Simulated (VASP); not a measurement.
# VN2 (I4/mcm) in VASP: further runs

Aim: see how the results for VN2 move with the level of theory and the settings. Levels: LDA, PBE, r2SCAN. Tasks: single point.

Everything below comes from runs of VASP 6.6.1. Logs are shortened: lines on timing, memory, paths and dates and some standing lists are left out, and cuts for length are marked.

## 1. The cell of the first run

Symmetry: I4/mcm, No. 140, tetragonal system. The conventional cell has a = 4.301 Å, b = 4.301 Å, c = 4.983 Å, α = 90.00°, β = 90.00°, γ = 90.00°. V (site symmetry 422) has 8 N at 2.13 Å and 2 V at 2.49 Å within 2.8 Å. Within 1.9 Å of N (site symmetry m2m) lie 1 N at 1.40 Å.

## 2. Single point, LDA

The input, INCAR:

```
SYSTEM = VN2
ALGO = Normal ; EDIFF = 1E-7
ENCUT = 520 ; GGA = CA
ISIF = 2 ; ISMEAR = 0
LASPH = .TRUE. ; LCHARG = .TRUE.
LELF = .TRUE. ; LREAL = .FALSE.
LVHAR = .TRUE. ; LWAVE = .FALSE.
NBANDS = 32 ; NELM = 100
PREC = Accurate ; SIGMA = 0.1
```

The input, KPOINTS:

```
k-points
0
G
  12 12 12
  0 0 0
```

The input, POSCAR:

```
VN2
1.0
   -2.1507500000      2.1507500000      2.4913500000
    2.1507500000     -2.1507500000      2.4913500000
    2.1507500000      2.1507500000     -2.4913500000
V N
2 4
Direct
    0.2500000000      0.2500000000      0.0000000000
    0.7500000000      0.7500000000      0.0000000000
    0.1151000000      0.6151000000      0.7302000000
    0.6151000000      0.8849000000      0.5000000000
    0.8849000000      0.3849000000      0.2698000000
    0.3849000000      0.1151000000      0.5000000000
```

Potentials or basis: VASP PAW LDA potentials, release 64 (V_sv, N).

Launch:

```
> cat potpaw_LDA.64/V_sv/POTCAR potpaw_LDA.64/N/POTCAR > POTCAR
> mpirun -np 1 vasp_std > vasp.out
```

OUTCAR:

```text
SYSTEM = VN2
   EDIFF = 1E-7
   ENCUT = 520
   GGA = CA
   ISIF = 2
   ISMEAR = 0
   LASPH = .TRUE.
   LREAL = .FALSE.
   NELM = 100
   PREC = Accurate

 ion  position               nearest neighbor table
   1  0.250  0.250  0.000-   5 2.13   3 2.13   4 2.13   6 2.13   6 2.13   3 2.13   4 2.13   5 2.13
                             2 2.49   2 2.49
   2  0.750  0.750  0.000-   5 2.13   3 2.13   4 2.13   6 2.13   4 2.13   6 2.13   3 2.13   5 2.13
                             1 2.49   1 2.49
   3  0.115  0.615  0.730-   5 1.40   1 2.13   1 2.13   2 2.13   2 2.13
   4  0.615  0.885  0.500-   6 1.40   2 2.13   1 2.13   2 2.13   1 2.13
   5  0.885  0.385  0.270-   3 1.40   2 2.13   1 2.13   2 2.13   1 2.13
   6  0.385  0.115  0.500-   4 1.40   1 2.13   2 2.13   1 2.13   2 2.13

  LATTYP: Found a body centered tetragonal cell.
 ALAT       =     4.3015000000
 C/A-ratio  =     1.1583633616

  Lattice vectors:

 A1 = (  -2.1507500000,   2.1507500000,   2.4913500000)
 A2 = (   2.1507500000,  -2.1507500000,   2.4913500000)
 A3 = (   2.1507500000,   2.1507500000,  -2.4913500000)

Analysis of symmetry for initial positions (statically):
=====================================================================
 Subroutine PRICEL returns:
 Original cell was already a primitive cell.

 Routine SETGRP: Setting up the symmetry group for a
 body centered tetragonal supercell.

 Subroutine GETGRP returns: Found 16 space group operations
 (whereof  8 operations were pure point group operations)
 out of a pool of 16 trial point group operations.

The static configuration has the point symmetry C_4h.
 The point group associated with its full space group is D_4h.

Analysis of symmetry for dynamics (positions and initial velocities):
=====================================================================
 Subroutine PRICEL returns:
 Original cell was already a primitive cell.

 Routine SETGRP: Setting up the symmetry group for a
 body centered tetragonal supercell.

 Subroutine GETGRP returns: Found 16 space group operations
 (whereof  8 operations were pure point group operations)
 out of a pool of 16 trial point group operations.

The dynamic configuration has the point symmetry C_4h.
 The point group associated with its full space group is D_4h.

 Subroutine INISYM returns: Found 16 space group operations
 (whereof  8 operations are pure point group operations),
 and found     1 'primitive' translations

----------------------------------------------------------------------------------------

                                     Primitive cell

  volume of cell :      46.0972

  direct lattice vectors                    reciprocal lattice vectors
    -2.150750000  2.150750000  2.491350000     0.000000000  0.232477043  0.200694403
     2.150750000 -2.150750000  2.491350000     0.232477043  0.000000000  0.200694403
     2.150750000  2.150750000 -2.491350000     0.232477043  0.232477043  0.000000000

  length of vectors
     3.931701406  3.931701406  3.931701406     0.307121830  0.307121830  0.328772187

  position of ions in fractional coordinates (direct lattice)
     0.250000000  0.250000000  0.000000000
     0.750000000  0.750000000  0.000000000
     0.115100000  0.615100000  0.730200000
     0.615100000  0.884900000  0.500000000
     0.884900000  0.384900000  0.269800000
     0.384900000  0.115100000  0.500000000

  ion indices of the primitive-cell ions
   primitive index   ion index
                 1           1
                 2           2
                 3           3
                 4           4
                 5           5
                 6           6

----------------------------------------------------------------------------------------

 KPOINTS: k-points

Automatic generation of k-mesh.
 Grid dimensions read from file:
 generate k-points for:   12   12   12

 Generating k-lattice:

  Cartesian coordinates                     Fractional coordinates (reciprocal lattice)
     0.000000000  0.019373087  0.016724534     0.083333333  0.000000000  0.000000000
     0.019373087  0.000000000  0.016724534     0.000000000  0.083333333  0.000000000
     0.019373087  0.019373087  0.000000000     0.000000000  0.000000000  0.083333333

  Length of vectors
     0.025593486  0.025593486  0.027397682

  Shift w.r.t. Gamma in fractional coordinates (k-lattice)
     0.000000000  0.000000000  0.000000000

 Subroutine IBZKPT returns following result:
 ===========================================

 Found    163 irreducible k-points:

 Following reciprocal coordinates:
            Coordinates               Weight
  0.000000  0.000000  0.000000      1.000000
  0.083333 -0.000000  0.000000      8.000000
  0.166667 -0.000000  0.000000      8.000000
  0.250000  0.000000  0.000000      8.000000
  0.333333 -0.000000  0.000000      8.000000
  0.416667  0.000000 -0.000000      8.000000
[... 16 lines left out ...]
  0.500000  0.166667  0.000000     16.000000
 -0.416667  0.166667  0.000000     16.000000
 [... further k-points ...]
   k-points           NKPTS =    163   k-points in BZ     NKDIM =    163   number of bands    NBANDS=     32
   number of dos      NEDOS =    301   number of ions     NIONS =      6
   total plane-waves  NPLWV =  27000
   dimension x,y,z NGX =    30 NGY =   30 NGZ =   30
   dimension x,y,z NGXF=    60 NGYF=   60 NGZF=   60
   ions per type =               2   4
   NGX,Y,Z   is equivalent  to a cutoff of  12.69, 12.69, 12.69 a.u.
   NGXF,Y,Z  is equivalent  to a cutoff of  25.37, 25.37, 25.37 a.u.
 SYSTEM =  VN2
   PREC   = accura    normal or accurate (medium, high low for compatibility)
   ISTART =      0    job   : 0-new  1-cont  2-samecut
   ICHARG =      2    charge: 1-file 2-atom 10-const
   ISPIN  =      1    spin polarized calculation?
   LNONCOLLINEAR =      F non collinear calculations
   LSORBIT =      F    spin-orbit coupling
   LASPH  =      T    aspherical Exc in radial PAW
   ENCUT  =  520.0 eV  38.22 Ry    6.18 a.u.   7.31  7.31  7.31*2*pi/ulx,y,z
   NELM   =    100;   NELMIN=  2; NELMDL= -5     # of ELM steps
   EDIFF  = 0.1E-06   stopping-criterion for ELM
   LREAL  =      F    real-space projection
   EDIFFG = 0.1E-05   stopping-criterion for IOM
   NSW    =      0    number of steps for IOM
   IBRION =     -1    ionic relax: 0-MD 1-quasi-New 2-CG
   NFREE  =      0    steps in history (QN), initial steepest desc. (CG)
   ISIF   =      2    stress and relaxation
   ISYM   =      2    0-nonsym 1-usesym 2-fastsym
   POTIM  = 0.5000    time-step for ionic-motion
   TEBEG  =    0.0;   TEEND  =   0.0 temperature during run
   PSTRESS=    0.0 pullay stress
   NELECT =      46.0000    total number of electrons
   NUPDOWN=      -1.0000    fix difference up-down
   EMIN   =  10.00;   EMAX   =-10.00  energy-range for DOS
   EFERMI =   0.00;   METHOD = LEGACY
   ISMEAR =     0;   SIGMA  =   0.10  broadening in eV -4-tet -1-fermi 0-gaus
   EFERMI_NEDOS =   21; number of points for ismear=-14 and -15
   IALGO  =     38    algorithm
   IMIX   =      4    mixing-type and parameters
     AMIX     =   0.40;   BMIX     =  1.00
     AMIX_MAG =   1.60;   BMIX_MAG =  1.00
  volume/ion in A,a.u.               =       7.68        51.85
  Fermi-wavevector in a.u.,A,eV,Ry     =   1.635947  3.091492 36.413581  2.676323
  Thomas-Fermi vector in A             =   2.727335
   LORBIT       =      0    0 simple, 1 ext, 2 COOP (PROOUT), +10 PAW based schemes
   GGA     = CA    functional components
   LHFCALC =     F    Hartree Fock is set to
   AEXX    =    0.0000 exact exchange contribution
   IVDW    =     0    specifies the selected vdW correction
   LEPSILON=     F    determine dielectric tensor
   LRPA    =     F    only Hartree local field effects (RPA)
 non-spin polarized calculation
 Gauss-broadening in eV      SIGMA  =   0.10
  energy-cutoff  :      520.00
  volume of cell :       46.10
 maximum number of plane-waves:      1268
 NGX is ok and might be reduce to    30
   NGX = 15   NGY = 15   NGZ = 15

 number of electron      46.0000003 magnetization

 Free energy of the ion-electron system (eV)
  ---------------------------------------------------
  ext. energy  EPLUGINS =         0.00000000
  ---------------------------------------------------
  free energy    TOTEN  =       -59.86799611 eV

  energy without entropy =      -59.85453335  energy(sigma->0) =      -59.86126473

 E-fermi :  11.2415     XC(G=0): -14.0419

 val. band max:       11.2377952502   @ k =   0.2500   0.2500   0.1667
 cond. band min:      11.2430803660   @ k =   0.5000   0.5000   0.0000
 fundamental gap:      0.0052851158
 Fermi energy:        11.2414818758

 k-point     1 :       0.0000    0.0000    0.0000
  band No.  band energies     occupation
      1     -53.5903      2.00000
      2     -53.4196      2.00000
      3     -28.1210      2.00000
      4     -27.8667      2.00000
      5     -27.8667      2.00000
      6     -27.8555      2.00000
[... 24 lines left out ...]
     31      13.5033      0.00000
     32      15.6949      0.00000

 k-point     2 :       0.0833   -0.0000    0.0000
  band No.  band energies     occupation
      1     -53.5873      2.00000
      2     -53.4225      2.00000
      3     -28.1073      2.00000
      4     -27.8674      2.00000
      5     -27.8671      2.00000
      6     -27.8569      2.00000
[... 24 lines left out ...]
     31      13.6192      0.00000
     32      15.5869      0.00000
[... 733 lines left out ...]
     31      14.0838      0.00000
     32      14.9304      0.00000

 k-point    24 :      -0.4167    0.1667    0.0000
  band No.  band energies     occupation
      1     -53.5574      2.00000
      2     -53.4511      2.00000
      3     -28.0189      2.00000
      4     -27.9563      2.00000
      5     -27.8816      2.00000
      6     -27.8537      2.00000
[... 24 lines left out ...]
     31      14.2330      0.00000
     32      14.9119      0.00000

 [... further k-points ...]

------------------------ aborting loop because EDIFF is reached ----------------------------------------

  FORCE on cell =-STRESS in cart. coord.  units (eV):
  Direction    XX          YY          ZZ          XY          YZ          ZX
  --------------------------------------------------------------------------------------
  -------------------------------------------------------------------------------------
  Total       -5.2963874     -5.2963874     -5.3489451      0.0000000     -0.0000000      0.0000000
  in kB     -184.0838681   -184.0838681   -185.9105880      0.0000000     -0.0000000      0.0000000
  external PRESSURE =    -184.6927747 kB  Pullay stress =       0.0000000 kB

 VOLUME and BASIS-vectors are now :
 -----------------------------------------------------------------------------
  energy-cutoff  :      520.00
  volume of cell :       46.10
      direct lattice vectors                 reciprocal lattice vectors
    -2.150750000  2.150750000  2.491350000     0.000000000  0.232477043  0.200694403
     2.150750000 -2.150750000  2.491350000     0.232477043  0.000000000  0.200694403
     2.150750000  2.150750000 -2.491350000     0.232477043  0.232477043  0.000000000

 POSITION                                       TOTAL-FORCE (eV/Angst)
 -----------------------------------------------------------------------------------
      0.00000      0.00000      1.24568        -0.000000     -0.000000     -0.000000
      0.00000      0.00000      3.73703        -0.000000     -0.000000     -0.000000
      2.64585      0.49510      0.00000        -0.383828     -0.383828     -0.000000
      1.65565      0.49510      2.49135         0.383828     -0.383828      0.000000
     -0.49510      1.65565      2.49135         0.383828      0.383828      0.000000
      0.49510      1.65565      0.00000        -0.383828      0.383828     -0.000000
 -----------------------------------------------------------------------------------
    total drift:                                0.000000      0.000000     -0.000000

  FREE ENERGIE OF THE ION-ELECTRON SYSTEM (eV)
  ---------------------------------------------------
  free  energy   TOTEN  =       -59.8679961146 eV

  energy  without entropy=      -59.8545333513  energy(sigma->0) =      -59.86126473
```

Wall time 2.4 min (1 thread of AMD EPYC 9R45 (Zen 5), shared host); peak memory 0.26 GiB.

What came out:

```yaml
Free_energy: -59.8680 eV
Pressure: -18.5 GPa
Largest_force: 0.543 eV/Å
Band_gap_on_the_k_mesh: zero (bands 23 and 24 overlap by 0.36 eV)
```

Forces in eV/Å, atoms in the order of the input:
```
V    0.000  0.000  0.000
V    0.000  0.000  0.000
N   -0.384 -0.384  0.000
N    0.384 -0.384  0.000
N    0.384  0.384  0.000
N   -0.384  0.384  0.000
```

Levels at points of the mesh, in eV from the Fermi level:
| k point | band 21 | band 22 | band 23 | band 24 | band 25 | band 26 |
| --- | --- | --- | --- | --- | --- | --- |
| (0.00, 0.00, 0.00) | -2.66 | -2.63 | -2.63 | 0.73 | 0.87 | 0.87 |
| (0.50, 0.00, 0.00) | -3.20 | -3.20 | 0.18 | 0.18 | 0.73 | 0.73 |
| (0.50, 0.50, 0.00) | -2.79 | -2.57 | -1.38 | 0.00 | 0.75 | 1.09 |
| (0.50, 0.50, 0.50) | -2.17 | -0.29 | -0.15 | -0.13 | -0.06 | 0.02 |

Caveat: the cell stands under tension; the run has no spin polarisation, though such a crystal can be magnetic.

## 3. Single point, PBE

The input, INCAR:

```
  ALGO = Normal
  EDIFF = 1E-7
  ENCUT = 520
  GGA = PE
  ISIF = 2
  ISMEAR = 0
  LASPH = True
  LCHARG = False
  LREAL = False
  LWAVE = False
  NBANDS = 32
  NELM = 80
  PREC = Accurate
  SIGMA = 0.1
```

The input, KPOINTS:

```
k-points
0
Gamma
  12 12 12
```

POSCAR is that of step 2.

Potentials or basis: VASP PAW PBE potentials, release 64 (V_sv, N).

Launch:

```
> cat potpaw_PBE.64/V_sv/POTCAR potpaw_PBE.64/N/POTCAR > POTCAR
> mpirun -np 1 vasp_std > vasp.out
```

Wall time 2.2 min (1 thread of AMD EPYC 9R45 (Zen 5), shared host); peak memory 0.28 GiB.

The run converged. Its results:

```
Free energy            : -53.3470 eV
Pressure               : -0.2 GPa
Largest force          : 0.369 eV/Å
Band gap on the k mesh : zero (bands 23 and 24 overlap by 0.38 eV)
```

Forces in eV/Å, atoms in the order of the input:
```
V    0.000  0.000  0.000
V    0.000  0.000  0.000
N   -0.261 -0.261  0.000
N    0.261 -0.261  0.000
N    0.261  0.261  0.000
N   -0.261  0.261  0.000
```

Stress tensor (GPa, compression positive):
```
 0.26  0.00  0.00
 0.00  0.26  0.00
 0.00  0.00 -1.25
```

Levels at points of the mesh, in eV from the Fermi level:
```tsv
k point	band 19	band 20	band 21	band 22	band 23	band 24	band 25	band 26	band 27	band 28
(0.00, 0.00, 0.00)	-3.34	-2.90	-2.65	-2.62	-2.62	0.75	0.92	0.92	1.33	1.91
(0.50, 0.00, 0.00)	-3.38	-3.38	-3.17	-3.17	0.16	0.16	0.73	0.73	1.05	1.05
(0.50, 0.50, 0.00)	-4.90	-4.61	-2.78	-2.57	-1.38	0.00	0.80	1.10	1.83	2.18
(0.50, 0.50, 0.50)	-4.69	-2.14	-2.14	-0.28	-0.17	-0.08	-0.08	0.02	1.93	1.94
```

Caveat: the run has no spin polarisation, though such a crystal can be magnetic. With open d or f shells a metallic result of PBE can be an artefact of self-interaction; +U or a hybrid may open a gap.

[end of part 1 of 2]
